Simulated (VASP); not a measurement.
# PdC (Cmcm) in VASP: notebook, part 2 of 2

VASP 6.6.1. The steps go on from the part before.

## (4) Relaxation of cell and atoms, PBE

Contents of INCAR:

```
PREC = Accurate
ENCUT = 600
EDIFF = 1E-7
ISMEAR = 0
SIGMA = 0.1
LREAL = False
LASPH = True
NELM = 80
ALGO = Normal
ISIF = 3
LWAVE = False
LCHARG = False
GGA = PE
IBRION = 2
NSW = 90
EDIFFG = -0.04
```

Contents of KPOINTS:

```
regular mesh
0
Gamma
  6 6 6
```

Contents of POSCAR:

```
PdC
1.0
    1.5989123890     -4.2187519453      0.0000000000
    1.5989123890      4.2187519453      0.0000000000
    0.0000000000      0.0000000000      3.1762178538
Pd C
2 2
Direct
    0.8540000000      0.1460000000      0.7500000000
    0.1460000000      0.8540000000      0.2500000000
    0.5500000000      0.4500000000      0.7500000000
    0.4500000000      0.5500000000      0.2500000000
```

Run with:

```console
> cat potpaw_PBE.64/Pd/POTCAR potpaw_PBE.64/C/POTCAR > POTCAR
> mpirun -np 1 vasp_std > vasp.out
```

It took 22 min on 1 thread of Intel Xeon Platinum 8488C (Sapphire Rapids), shared host; peak memory 0.22 GiB.

The run converged. Its results:

```
Free energy                           : -26.0044 eV
Relaxed volume                        : 11.31 Å³/atom
Relaxed cell                          : a = 4.403 Å, b = 4.403 Å, c = 2.597 Å, α = 90.00°, β = 90.00°, γ = 115.98°
Space group after relaxing (to 0.1 Å) : Cmcm (No. 63)
Energy gained by relaxing             : 785.1 meV/atom
Ionic steps                           : 31
Pressure after relaxing               : -0.2 GPa
Largest force after relaxing          : 0.019 eV/Å
Band gap on the k mesh                : zero (bands 14 and 15 overlap by 1.61 eV)
```

Forces in eV/Å, atoms in the order of the input:
```
Pd   0.000 -0.019  0.000
Pd   0.000  0.019  0.000
C    0.000 -0.003  0.000
C    0.000  0.003  0.000
```

Stress tensor (GPa, compression positive):
```
-0.29  0.00  0.00
 0.00  0.08  0.00
 0.00  0.00 -0.49
```

The path:
| step | energy change (eV) | largest force (eV/Å) | pressure (GPa) | volume (Å³) |
| --- | --- | --- | --- | --- |
| 1 | 0.0000 | 0.9105 | -0.53 | 42.85 |
| 2 | -0.7174 | 0.9586 | -2.96 | 42.51 |
| 3 | -1.5548 | 2.1948 | 40.66 | 40.00 |
| 4 | -1.8361 | 0.5873 | 2.04 | 41.72 |
| 5 | -2.1700 | 0.5012 | 15.35 | 40.96 |
| 6 | -2.3387 | 0.2926 | 2.03 | 44.74 |
| 7 | -2.3426 | 0.3059 | 3.42 | 44.19 |
| 8 | -2.3604 | 0.2542 | -3.95 | 44.99 |
| 9 | -2.3671 | 0.2704 | -1.51 | 44.71 |
| 10 | -2.3813 | 0.2420 | -0.82 | 44.45 |
| 11 | -2.4142 | 0.3751 | 1.62 | 43.66 |
| 12 | -2.4228 | 1.1722 | 8.61 | 42.02 |
| 13 | -2.4303 | 0.8351 | 5.37 | 42.69 |
| 14 | -2.4340 | 0.8543 | 5.43 | 42.67 |
| 15 | -2.4455 | 0.9133 | 5.58 | 42.60 |
| 16 | -2.4699 | 1.0383 | 5.99 | 42.45 |
| 17 | -2.5221 | 1.3229 | 7.26 | 42.14 |
| 18 | -2.5921 | 1.7782 | 12.35 | 41.41 |
| 19 | -2.6152 | 1.7589 | 12.56 | 41.44 |
| 20 | -2.6408 | 1.4823 | 14.03 | 41.51 |
| 21 | -2.6832 | 1.3912 | 12.79 | 41.72 |
| 22 | -2.7955 | 1.0903 | 9.34 | 42.36 |
| 23 | -2.9537 | 0.4935 | 3.32 | 43.64 |
| 24 | -3.0256 | 1.0182 | -5.63 | 46.23 |
| 25 | -3.0378 | 0.5624 | -3.50 | 45.51 |
| 26 | -3.0950 | 0.4213 | -2.48 | 45.42 |
| 27 | -3.1389 | 0.1724 | -0.23 | 45.25 |
| 28 | -3.1395 | 0.1365 | 0.15 | 45.23 |
| 29 | -3.1395 | 0.1456 | 0.05 | 45.24 |
| 30 | -3.1400 | 0.0889 | -0.05 | 45.24 |
| 31 | -3.1403 | 0.0191 | -0.23 | 45.26 |

Final structure:
```
CELL_PARAMETERS angstrom
2.33375 -3.73368 0.00000
2.33375 3.73368 0.00000
0.00000 0.00000 2.59710
ATOMIC_POSITIONS crystal
Pd 0.81431 0.18569 0.75000
Pd 0.18569 0.81431 0.25000
C 0.54238 0.45762 0.75000
C 0.45762 0.54238 0.25000
```

Levels at points of the mesh, in eV from the Fermi level:
| k point | band 10 | band 11 | band 12 | band 13 | band 14 | band 15 | band 16 | band 17 | band 18 |
| --- | --- | --- | --- | --- | --- | --- | --- | --- | --- |
| (0.00, 0.00, 0.00) | -1.88 | -1.63 | -1.31 | -0.57 | -0.47 | 0.53 | 1.84 | 2.38 | 6.41 |
| (0.50, 0.00, 0.00) | -1.95 | -1.52 | -1.41 | -1.20 | -1.00 | -0.83 | 1.89 | 5.45 | 6.40 |
| (0.50, 0.50, 0.00) | -2.88 | -1.97 | -1.43 | -1.31 | -0.39 | -0.08 | 3.74 | 5.07 | 6.01 |
| (0.00, 0.00, 0.50) | -2.06 | -1.63 | -1.63 | 0.78 | 0.78 | 0.85 | 0.85 | 3.77 | 3.77 |
| (0.50, 0.00, 0.50) | -3.03 | -1.12 | -1.12 | 0.16 | 0.16 | 1.27 | 1.27 | 4.91 | 4.91 |
| (0.50, 0.50, 0.50) | -2.31 | -2.15 | -2.15 | -0.03 | -0.03 | 0.44 | 0.44 | 6.28 | 6.28 |

Caveat: a cell axis changed by over 15 % at a fixed basis, so the end point is rough.

## (5) Single point, PBE

This run uses another cell than the first one, of 11.61 Å³/atom.

Contents of INCAR:

```
PREC     = Accurate       # precision mode
ENCUT    = 520            # plane-wave cutoff, eV
EDIFF    = 1E-6           # SCF threshold, eV
ISMEAR   = 0              # smearing method
SIGMA    = 0.1            # smearing width, eV
LREAL    = False          # projectors in reciprocal space
LASPH    = True           # aspherical terms in the spheres
NELM     = 60             # most SCF steps
ALGO     = Normal         # electronic algorithm
ISIF     = 2              # what is computed and relaxed
LWAVE    = False          # write WAVECAR
LCHARG   = True           # write CHGCAR
GGA      = PE             # functional
LELF     = True           # ELF
LVHAR    = True         
NBANDS   = 22             # bands
```

Contents of KPOINTS:

```
regular mesh
0
Gamma
  12 12 18
```

Contents of POSCAR:

```
PdC
1.0
    2.4112837043     -3.7213906502      0.0000000000
    2.4112837043      3.7213906502      0.0000000000
    0.0000000000      0.0000000000      2.5871492419
Pd C
2 2
Direct
    0.8129775363      0.1870224637      0.7500000000
    0.1870224637      0.8129775363      0.2500000000
    0.5416288221      0.4583711779      0.7500000000
    0.4583711779      0.5416288221      0.2500000000
```

Run with:

```console
> cat potpaw_PBE.64/Pd/POTCAR potpaw_PBE.64/C/POTCAR > POTCAR
> mpirun -np 1 vasp_std > vasp.out
```

Wall time 6.5 min (1 thread of Intel Xeon Platinum 8488C (Sapphire Rapids), shared host); peak memory 0.47 GiB.

It converged, with:

* Free energy: -26.0927 eV
* Pressure: 0.0 GPa
* Largest force: 0.026 eV/Å
* Band gap on the k mesh: zero (bands 14 and 15 overlap by 1.72 eV)

Forces in eV/Å, atoms in the order of the input:
```
Pd   0.000 -0.026  0.000
Pd   0.000  0.026  0.000
C    0.000 -0.002  0.000
C    0.000  0.002  0.000
```

Stress tensor (GPa, compression positive):
```
-0.22  0.00  0.00
 0.00  0.38  0.00
 0.00  0.00 -0.03
```

Levels at points of the mesh, in eV from the Fermi level:
```
           k point  band 10  band 11  band 12  band 13  band 14  band 15  band 16  band 17  band 18  band 19
(0.00, 0.00, 0.00)    -1.69    -1.53    -1.27    -0.72    -0.47     0.49     1.89     2.37     6.58     7.61
(0.50, 0.00, 0.00)    -1.83    -1.50    -1.29    -1.26    -0.96    -0.82     1.44     5.60     6.66     8.18
(0.50, 0.50, 0.00)    -2.86    -1.76    -1.39    -1.25    -0.40    -0.11     3.64     5.04     5.66     6.23
(0.00, 0.00, 0.50)    -2.14    -1.62    -1.62     0.80     0.80     0.95     0.95     3.76     3.76     9.88
(0.50, 0.00, 0.50)    -2.93    -1.08    -1.08     0.16     0.16     1.36     1.36     4.77     4.77     8.30
(0.50, 0.50, 0.50)    -2.18    -2.05    -2.05    -0.12    -0.12     0.50     0.50     6.18     6.18     8.21
```

## (6) Overview

```csv
task,cell,k mesh,cutoff (eV),gap on the mesh (eV),pressure (GPa),largest force (eV/Å)
single point,"a = 4.512, b = 4.512, c = 3.176 Å, angles 90.0, 90.0, 138.5°, 4 atoms, atomic positions A",6 × 6 × 6,520,none,-0.4,0.91
single point,"a = 4.425, b = 4.425, c = 2.592 Å, angles 90.0, 90.0, 114.7°, 4 atoms, atomic positions B",6 × 6 × 6,520,none,0.1,0.03
relaxation of cell and atoms,"relaxed from a = 4.512, b = 4.512, c = 3.176 Å, angles 90.0, 90.0, 138.5°, 4 atoms, atomic positions A",6 × 6 × 6,600,none,-0.2,0.02
single point,"a = 4.434, b = 4.434, c = 2.587 Å, angles 90.0, 90.0, 114.1°, 4 atoms, atomic positions B",12 × 12 × 18,520,none,0.0,0.03
```

Alike in all rows: level PBE; potentials or basis VASP PAW PBE potentials, release 64 (Pd, C); no spin polarisation; smearing gaussian 0.1 eV.

Caveats: some runs use coarse meshes; a cell axis changed by over 15 % at a fixed basis, so the end point is rough (at least some runs).

Total energies depend on the potentials used, so only differences within one code and one set of settings carry meaning.
